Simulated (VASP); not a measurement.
Here is a VASP 6.6.1 calculation.

The input INCAR:

```
SYSTEM = SiC
ALGO = Normal
EDIFF = 1E-6
ENCUT = 520
GGA = PE
ISIF = 2
ISMEAR = 0
LASPH = .TRUE.
LCHARG = .FALSE.
LREAL = .FALSE.
LWAVE = .FALSE.
NBANDS = 11
NELM = 100
PREC = Accurate
SIGMA = 0.017
```

File KPOINTS:

```
k-points
0
G
  10 10 10
  0 0 0
```

POSCAR

```
SiC
1.0
    0.0000000000      2.1790000000      2.1790000000
    2.1790000000      0.0000000000      2.1790000000
    2.1790000000      2.1790000000      0.0000000000
Si C
1 1
Direct
    0.0000000000      0.0000000000      0.0000000000
    0.7500000000      0.7500000000      0.7500000000
```

Potentials or basis: VASP PAW PBE potentials, release 64 (Si, C).

Command:

```console
$ cat potpaw_PBE.64/Si/POTCAR potpaw_PBE.64/C/POTCAR > POTCAR
$ mpirun -np 1 vasp_std > vasp.out
```

Task: Predict the pressure.

Result: 3.2 GPa.

Task: Predict the band gap on the k mesh.

Result: 1.36 eV, indirect (least direct gap 4.54 eV).

A k mesh can miss the band edges. A hybrid or GW would open this gap; PBE tends to underestimate it.
